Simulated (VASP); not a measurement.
# NbSnS4 (P4/mmm) in VASP: a series of runs

The runs below take NbSnS4 through single point, with PBE.

Program: VASP 6.6.1. These are calculated values, not measurements. Logs are shortened: lines on timing, memory, paths and dates and some standing lists are left out, and cuts for length are marked.

## 1. The cell of the first run

Symmetry: P4/mmm, No. 123, tetragonal system. The conventional cell has a = 4.340 Å, b = 4.340 Å, c = 6.481 Å, α = 90.00°, β = 90.00°, γ = 90.00°. Within 3.5 Å of Nb (site symmetry 4/mmm) lie 8 S at 2.62 Å. Within 3.7 Å of Sn (site symmetry 4/mmm) lie 8 S at 2.81 Å. Within 3.5 Å of S (site symmetry 2mm) lie 2 Nb at 2.62 Å and 2 Sn at 2.81 Å and 5 S at 2.92 to 3.07 Å.

## 2. Single point, PBE

INCAR

```
SYSTEM = NbSnS4
  ALGO = Normal
  EDIFF = 1E-6
  ENCUT = 520
  GGA = PE
  ISIF = 2
  ISMEAR = 0
  LASPH = .TRUE.
  LCHARG = .FALSE.
  LREAL = .FALSE.
  LWAVE = .FALSE.
  NBANDS = 34
  NELM = 80
  PREC = Accurate
  SIGMA = 0.1
```

KPOINTS

```
k-points
0
G
  10 10 6
  0 0 0
```

POSCAR

```
NbSnS4
1.0
    4.3395214797      0.0000000000      0.0000000000
    0.0000000000      4.3395214797      0.0000000000
    0.0000000000      0.0000000000      6.4812037266
Nb Sn S
1 1 4
Direct
    0.5000000000      0.5000000000      0.5000000000
    0.0000000000      0.0000000000      0.0000000000
    0.5000000000      0.0000000000      0.7253426760
    0.0000000000      0.5000000000      0.2746573240
    0.5000000000      0.0000000000      0.2746573240
    0.0000000000      0.5000000000      0.7253426760
```

Potentials or basis: VASP PAW PBE potentials, release 64 (Nb_sv, Sn_d, S).

Run with:

```bash
$ cat potpaw_PBE.64/Nb_sv/POTCAR potpaw_PBE.64/Sn_d/POTCAR potpaw_PBE.64/S/POTCAR > POTCAR
$ mpirun -np 1 vasp_std > vasp.out
```

OUTCAR:

```text
SYSTEM = NbSnS4
   EDIFF = 1E-6
   ENCUT = 520
   GGA = PE
   ISIF = 2
   ISMEAR = 0
   LASPH = .TRUE.
   LREAL = .FALSE.
   NELM = 80
   PREC = Accurate

 ion  position               nearest neighbor table
   1  0.500  0.500  0.500-   3 2.62   4 2.62   5 2.62   6 2.62   3 2.62   5 2.62   4 2.62   6 2.62

   2  0.000  0.000  0.000-   3 2.81   4 2.81   5 2.81   6 2.81   4 2.81   6 2.81   3 2.81   5 2.81

   3  0.500  0.000  0.725-   1 2.62   1 2.62   2 2.81   2 2.81
   4  0.000  0.500  0.275-   1 2.62   1 2.62   2 2.81   2 2.81
   5  0.500  0.000  0.275-   1 2.62   1 2.62   2 2.81   2 2.81
   6  0.000  0.500  0.725-   1 2.62   1 2.62   2 2.81   2 2.81

  LATTYP: Found a simple tetragonal cell.
 ALAT       =     4.3395214797
 C/A-ratio  =     1.4935295877

  Lattice vectors:

 A1 = (   4.3395214797,   0.0000000000,   0.0000000000)
 A2 = (   0.0000000000,   4.3395214797,   0.0000000000)
 A3 = (   0.0000000000,   0.0000000000,   6.4812037266)

Analysis of symmetry for initial positions (statically):
=====================================================================
 Subroutine PRICEL returns:
 Original cell was already a primitive cell.

 Routine SETGRP: Setting up the symmetry group for a
 simple tetragonal supercell.

 Subroutine GETGRP returns: Found 16 space group operations
 (whereof 16 operations were pure point group operations)
 out of a pool of 16 trial point group operations.

The static configuration has the point symmetry D_4h.

Analysis of symmetry for dynamics (positions and initial velocities):
=====================================================================
 Subroutine PRICEL returns:
 Original cell was already a primitive cell.

 Routine SETGRP: Setting up the symmetry group for a
 simple tetragonal supercell.

 Subroutine GETGRP returns: Found 16 space group operations
 (whereof 16 operations were pure point group operations)
 out of a pool of 16 trial point group operations.

The dynamic configuration has the point symmetry D_4h.

 Subroutine INISYM returns: Found 16 space group operations
 (whereof 16 operations are pure point group operations),
 and found     1 'primitive' translations

----------------------------------------------------------------------------------------

                                     Primitive cell

  volume of cell :     122.0504

  direct lattice vectors                    reciprocal lattice vectors
     4.339521480  0.000000000  0.000000000     0.230440154  0.000000000  0.000000000
     0.000000000  4.339521480  0.000000000     0.000000000  0.230440154  0.000000000
     0.000000000  0.000000000  6.481203727     0.000000000  0.000000000  0.154292326

  length of vectors
     4.339521480  4.339521480  6.481203727     0.230440154  0.230440154  0.154292326

  position of ions in fractional coordinates (direct lattice)
     0.500000000  0.500000000  0.500000000
     0.000000000  0.000000000  0.000000000
     0.500000000  0.000000000  0.725342676
     0.000000000  0.500000000  0.274657324
     0.500000000  0.000000000  0.274657324
     0.000000000  0.500000000  0.725342676

  ion indices of the primitive-cell ions
   primitive index   ion index
                 1           1
                 2           2
                 3           3
                 4           4
                 5           5
                 6           6

----------------------------------------------------------------------------------------

 KPOINTS: k-points

Automatic generation of k-mesh.
 Grid dimensions read from file:
 generate k-points for:   10   10    6

 Generating k-lattice:

  Cartesian coordinates                     Fractional coordinates (reciprocal lattice)
     0.023044015  0.000000000  0.000000000     0.100000000  0.000000000  0.000000000
     0.000000000  0.023044015  0.000000000     0.000000000  0.100000000  0.000000000
     0.000000000  0.000000000  0.025715388     0.000000000  0.000000000  0.166666667

  Length of vectors
     0.023044015  0.023044015  0.025715388

  Shift w.r.t. Gamma in fractional coordinates (k-lattice)
     0.000000000  0.000000000  0.000000000

 Subroutine IBZKPT returns following result:
 ===========================================

 Found     84 irreducible k-points:

 Following reciprocal coordinates:
            Coordinates               Weight
  0.000000  0.000000  0.000000      1.000000
  0.100000  0.000000  0.000000      4.000000
  0.200000  0.000000  0.000000      4.000000
  0.300000  0.000000  0.000000      4.000000
  0.400000  0.000000  0.000000      4.000000
  0.500000  0.000000  0.000000      2.000000
[... 16 lines left out ...]
  0.100000  0.000000  0.166667      8.000000
  0.200000  0.000000  0.166667      8.000000
 [... further k-points ...]
   k-points           NKPTS =     84   k-points in BZ     NKDIM =     84   number of bands    NBANDS=     34
   number of dos      NEDOS =    301   number of ions     NIONS =      6
   total plane-waves  NPLWV =  49152
   dimension x,y,z NGX =    32 NGY =   32 NGZ =   48
   dimension x,y,z NGXF=    64 NGYF=   64 NGZF=   96
   ions per type =               1   1   4
   NGX,Y,Z   is equivalent  to a cutoff of  12.26, 12.26, 12.31 a.u.
   NGXF,Y,Z  is equivalent  to a cutoff of  24.52, 24.52, 24.62 a.u.
 SYSTEM =  NbSnS4
   PREC   = accura    normal or accurate (medium, high low for compatibility)
   ISTART =      0    job   : 0-new  1-cont  2-samecut
   ICHARG =      2    charge: 1-file 2-atom 10-const
   ISPIN  =      1    spin polarized calculation?
   LNONCOLLINEAR =      F non collinear calculations
   LSORBIT =      F    spin-orbit coupling
   LASPH  =      T    aspherical Exc in radial PAW
   ENCUT  =  520.0 eV  38.22 Ry    6.18 a.u.   8.07  8.07 12.05*2*pi/ulx,y,z
   NELM   =     80;   NELMIN=  2; NELMDL= -5     # of ELM steps
   EDIFF  = 0.1E-05   stopping-criterion for ELM
   LREAL  =      F    real-space projection
   EDIFFG = 0.1E-04   stopping-criterion for IOM
   NSW    =      0    number of steps for IOM
   IBRION =     -1    ionic relax: 0-MD 1-quasi-New 2-CG
   NFREE  =      0    steps in history (QN), initial steepest desc. (CG)
   ISIF   =      2    stress and relaxation
   ISYM   =      2    0-nonsym 1-usesym 2-fastsym
   POTIM  = 0.5000    time-step for ionic-motion
   TEBEG  =    0.0;   TEEND  =   0.0 temperature during run
   PSTRESS=    0.0 pullay stress
   NELECT =      51.0000    total number of electrons
   NUPDOWN=      -1.0000    fix difference up-down
   EMIN   =  10.00;   EMAX   =-10.00  energy-range for DOS
   EFERMI =   0.00;   METHOD = LEGACY
   ISMEAR =     0;   SIGMA  =   0.10  broadening in eV -4-tet -1-fermi 0-gaus
   EFERMI_NEDOS =   21; number of points for ismear=-14 and -15
   IALGO  =     38    algorithm
   IMIX   =      4    mixing-type and parameters
     AMIX     =   0.40;   BMIX     =  1.00
     AMIX_MAG =   1.60;   BMIX_MAG =  1.00
  volume/ion in A,a.u.               =      20.34       137.27
  Fermi-wavevector in a.u.,A,eV,Ry     =   1.223916  2.312867 20.381139  1.497971
  Thomas-Fermi vector in A             =   2.359010
   LORBIT       =      0    0 simple, 1 ext, 2 COOP (PROOUT), +10 PAW based schemes
   GGA     = PE    functional components
   LHFCALC =     F    Hartree Fock is set to
   AEXX    =    0.0000 exact exchange contribution
   IVDW    =     0    specifies the selected vdW correction
   LEPSILON=     F    determine dielectric tensor
   LRPA    =     F    only Hartree local field effects (RPA)
 non-spin polarized calculation
 Gauss-broadening in eV      SIGMA  =   0.10
  energy-cutoff  :      520.00
  volume of cell :      122.05
 maximum number of plane-waves:      3324
   NGX = 17   NGY = 17   NGZ = 25

 number of electron      50.9999995 magnetization

 Free energy of the ion-electron system (eV)
  ---------------------------------------------------
  ext. energy  EPLUGINS =         0.00000000
  ---------------------------------------------------
  free energy    TOTEN  =       -32.56108064 eV

  energy without entropy =      -32.53774875  energy(sigma->0) =      -32.54941470

 E-fermi :   6.8245     XC(G=0): -10.2522

 val. band max:        6.8151651934   @ k =   0.2000   0.2000   0.1667
 cond. band min:       6.8283682225   @ k =   0.5000   0.5000   0.1667
 fundamental gap:      0.0132030291
 Fermi energy:         6.8244732837

 k-point     1 :       0.0000    0.0000    0.0000
  band No.  band energies     occupation
      1     -49.1819      2.00000
      2     -25.2171      2.00000
      3     -25.1692      2.00000
      4     -25.1692      2.00000
      5     -14.6781      2.00000
      6     -14.6495      2.00000
[... 26 lines left out ...]
     33      10.5431      0.00000
     34      10.6516      0.00000

 k-point     2 :       0.1000    0.0000    0.0000
  band No.  band energies     occupation
      1     -49.1818      2.00000
      2     -25.2168      2.00000
      3     -25.1714      2.00000
      4     -25.1691      2.00000
      5     -14.6767      2.00000
      6     -14.6498      2.00000
[... 26 lines left out ...]
     33      10.4115      0.00000
     34      10.6950      0.00000

 k-point     3 :       0.2000    0.0000    0.0000
  band No.  band energies     occupation
      1     -49.1817      2.00000
      2     -25.2159      2.00000
      3     -25.1770      2.00000
      4     -25.1689      2.00000
      5     -14.6730      2.00000
      6     -14.6505      2.00000
[... 26 lines left out ...]
     33      10.7925      0.00000
     34      10.8217      0.00000
[... 704 lines left out ...]
 k-point    23 :       0.1000    0.0000    0.1667
  band No.  band energies     occupation
      1     -49.1818      2.00000
      2     -25.2168      2.00000
      3     -25.1714      2.00000
      4     -25.1691      2.00000
      5     -14.6767      2.00000
      6     -14.6498      2.00000
[... 26 lines left out ...]
     33      10.6137      0.00000
     34      10.7071      0.00000

 k-point    24 :       0.2000    0.0000    0.1667
  band No.  band energies     occupation
      1     -49.1817      2.00000
      2     -25.2159      2.00000
      3     -25.1770      2.00000
      4     -25.1689      2.00000
      5     -14.6730      2.00000
      6     -14.6505      2.00000
[... 26 lines left out ...]
     33      10.7186      0.00000
     34      10.9550      0.00000

 [... further k-points ...]

------------------------ aborting loop because EDIFF is reached ----------------------------------------

  FORCE on cell =-STRESS in cart. coord.  units (eV):
  Direction    XX          YY          ZZ          XY          YZ          ZX
  --------------------------------------------------------------------------------------
  -------------------------------------------------------------------------------------
  Total       -0.0767618     -0.0767618     -0.1423881      0.0000000     -0.0000000      0.0000000
  in kB       -1.0076654     -1.0076654     -1.8691535      0.0000000     -0.0000000      0.0000000
  external PRESSURE =      -1.2948281 kB  Pullay stress =       0.0000000 kB

 VOLUME and BASIS-vectors are now :
 -----------------------------------------------------------------------------
  energy-cutoff  :      520.00
  volume of cell :      122.05
      direct lattice vectors                 reciprocal lattice vectors
     4.339521480  0.000000000  0.000000000     0.230440154  0.000000000  0.000000000
     0.000000000  4.339521480  0.000000000     0.000000000  0.230440154  0.000000000
     0.000000000  0.000000000  6.481203727     0.000000000  0.000000000  0.154292326

 POSITION                                       TOTAL-FORCE (eV/Angst)
 -----------------------------------------------------------------------------------
      2.16976      2.16976      3.24060        -0.000000     -0.000000      0.000000
      0.00000      0.00000      0.00000        -0.000000     -0.000000      0.000000
      2.16976      0.00000      4.70109        -0.000000      0.000000     -0.021866
      0.00000      2.16976      1.78011         0.000000     -0.000000      0.021866
      2.16976      0.00000      1.78011        -0.000000      0.000000      0.021866
      0.00000      2.16976      4.70109        -0.000000     -0.000000     -0.021866
 -----------------------------------------------------------------------------------
    total drift:                                0.000000      0.000000     -0.000000

  FREE ENERGIE OF THE ION-ELECTRON SYSTEM (eV)
  ---------------------------------------------------
  free  energy   TOTEN  =       -32.5610806410 eV

  energy  without entropy=      -32.5377487536  energy(sigma->0) =      -32.54941470
```

It took 5 min on 1 thread of Intel Xeon 6975P-C, shared host; peak memory 0.43 GiB.

What came out:

| Item | Value |
| --- | --- |
| Free energy | -32.5611 eV |
| Pressure | -0.1 GPa |
| Largest force | 0.022 eV/Å |

Forces in eV/Å, atoms in the order of the input:
```
Nb   0.000  0.000  0.000
Sn   0.000  0.000  0.000
S    0.000  0.000 -0.022
S    0.000  0.000  0.022
S    0.000  0.000  0.022
S    0.000  0.000 -0.022
```

Stress tensor (GPa, compression positive):
```
-0.10  0.00  0.00
 0.00 -0.10  0.00
 0.00  0.00 -0.19
```

Caveat: spin-orbit coupling is left out, which moves the levels of the heavy elements.

## 3. Single point, PBE, collinear spin, ferrimagnetic start

This run uses another cell than the first one, of 20.90 Å³/atom, 1.028 times its volume.

INCAR

```
  PREC = Accurate
  ENCUT = 520
  EDIFF = 1E-6
  ISMEAR = 0
  SIGMA = 0.1
  LREAL = F
  LASPH = T
  NELM = 150
  ALGO = Normal
  ISIF = 2
  LWAVE = F
  LCHARG = F
  ISPIN = 2
  MAGMOM = 0.25 -0.01 -0.02 -0.02 -0.02 -0.02
  LORBIT = 11
  LMAXMIX = 4
  GGA = PE
  NBANDS = 38
```

KPOINTS

```
Automatic mesh
0
Gamma
  4 4 4
```

POSCAR

```
NbSnS4
1.0
    4.4358006300      0.0000000000      0.0000000000
    0.0000000000      4.4358006300      0.0000000000
    0.0000000000      0.0000000000      6.3742477700
Nb Sn S
1 1 4
Direct
    0.5000000000      0.5000000000      0.5000000000
    0.0000000000      0.0000000000      0.0000000000
    0.5000000000      0.0000000000      0.7631459800
    0.0000000000      0.5000000000      0.2368540200
    0.5000000000      0.0000000000      0.2368540200
    0.0000000000      0.5000000000      0.7631459800
```

Potentials or basis: VASP PAW PBE potentials, release 64 (Nb_sv, Sn_d, S).

Run with:

```bash
$ cat potpaw_PBE.64/Nb_sv/POTCAR potpaw_PBE.64/Sn_d/POTCAR potpaw_PBE.64/S/POTCAR > POTCAR
$ mpirun -np 1 vasp_std > vasp.out
```

Run time: 4 min. Hardware: 1 thread of Intel Xeon 6975P-C, shared host; peak memory 0.36 GiB.

It converged, with:

```yaml
Free_energy: -31.5499 eV
Pressure: -3.4 GPa
Largest_force: 2.193 eV/Å
Net_moment: 0.00 μB per cell
Valence_electrons_inside_the_program's_atomic_spheres: Nb 10.24; Sn 12.14; S 3.67
```

Forces in eV/Å, atoms in the order of the input:
```
Nb   0.000  0.000  0.000
Sn   0.000  0.000  0.000
S    0.000  0.000 -2.193
S    0.000  0.000  2.193
S    0.000  0.000  2.193
S    0.000  0.000 -2.193
```

Stress tensor (GPa, compression positive):
```
-2.93  0.00  0.00
 0.00 -2.93  0.00
 0.00  0.00 -4.27
```

Levels at points of the mesh, in eV from the Fermi level:
Spin up:
```tsv
k point	band 21	band 22	band 23	band 24	band 25	band 26	band 27	band 28	band 29	band 30
(0.00, 0.00, 0.00)	-1.27	-1.03	-1.03	-0.74	-0.74	0.05	0.37	0.38	2.21	2.47
(0.50, 0.00, 0.00)	-2.84	-2.12	-2.11	-1.59	-0.20	0.00	0.06	1.19	1.24	2.32
(0.50, 0.50, 0.00)	-1.63	-1.35	-1.35	-0.04	0.30	0.41	0.55	2.27	2.29	2.29
(0.00, 0.00, 0.50)	-2.08	-1.94	-1.94	-0.75	-0.27	-0.22	-0.22	0.06	1.96	1.96
(0.50, 0.00, 0.50)	-2.93	-2.86	-2.73	-2.39	-2.38	0.12	0.79	1.61	1.88	2.01
(0.50, 0.50, 0.50)	-2.10	-1.54	-0.05	0.10	0.22	0.25	0.34	0.49	1.43	1.43
```
Spin down:
| k point | band 21 | band 22 | band 23 | band 24 | band 25 | band 26 | band 27 | band 28 | band 29 | band 30 |
| --- | --- | --- | --- | --- | --- | --- | --- | --- | --- | --- |
| (0.00, 0.00, 0.00) | -1.27 | -1.03 | -1.03 | -0.74 | -0.74 | 0.05 | 0.37 | 0.38 | 2.21 | 2.47 |
| (0.50, 0.00, 0.00) | -2.84 | -2.12 | -2.11 | -1.59 | -0.20 | 0.00 | 0.06 | 1.19 | 1.24 | 2.32 |
| (0.50, 0.50, 0.00) | -1.63 | -1.35 | -1.35 | -0.04 | 0.30 | 0.41 | 0.55 | 2.27 | 2.29 | 2.29 |
| (0.00, 0.00, 0.50) | -2.08 | -1.94 | -1.94 | -0.75 | -0.27 | -0.22 | -0.22 | 0.06 | 1.96 | 1.96 |
| (0.50, 0.00, 0.50) | -2.93 | -2.86 | -2.73 | -2.39 | -2.38 | 0.12 | 0.79 | 1.61 | 1.88 | 2.01 |
| (0.50, 0.50, 0.50) | -2.10 | -1.54 | -0.05 | 0.10 | 0.22 | 0.25 | 0.34 | 0.49 | 1.43 | 1.43 |

Caveat: spin-orbit coupling is left out, which moves the levels of the heavy elements; forces of over 1 eV/Å act on the atoms, so gaps and moduli don't describe the material at rest.
